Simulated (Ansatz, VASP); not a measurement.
**One calculation of Al, two programs**

```
CELL_PARAMETERS angstrom
0.00000 2.05434 2.05434
2.05434 0.00000 2.05434
2.05434 2.05434 0.00000
ATOMIC_POSITIONS crystal
Al 0.00000 0.00000 0.00000
```

Change from the starting cell: strain +0.015 along x and y, +0.015 along z, atoms carried along.

Alike in both runs: task single point; functional r2SCAN; k mesh 20 × 20 × 20; occupations gaussian, width 0.15 eV; no spin polarisation.

|  | VASP | Ansatz |
| --- | --- | --- |
| version | VASP 6.6.1 | Ansatz 0.2.0 |
| potentials or method | VASP PAW PBE potentials, release 64 (Al), cutoff 520 eV | scalar-relativistic, plane waves, PAW |
| valence electrons in the cell | 3 | 3 |

|  | VASP | Ansatz | Ansatz less VASP |
| --- | --- | --- | --- |
| gap on the k mesh at the Fermi level (eV) | none | none | - |
| pressure (GPa) | -6.8 | -6.5 | +0.25 |

VASP's potentials were made for PBE, not for r2SCAN. A gap of «none» marks a metal or a gap that the smearing closes.
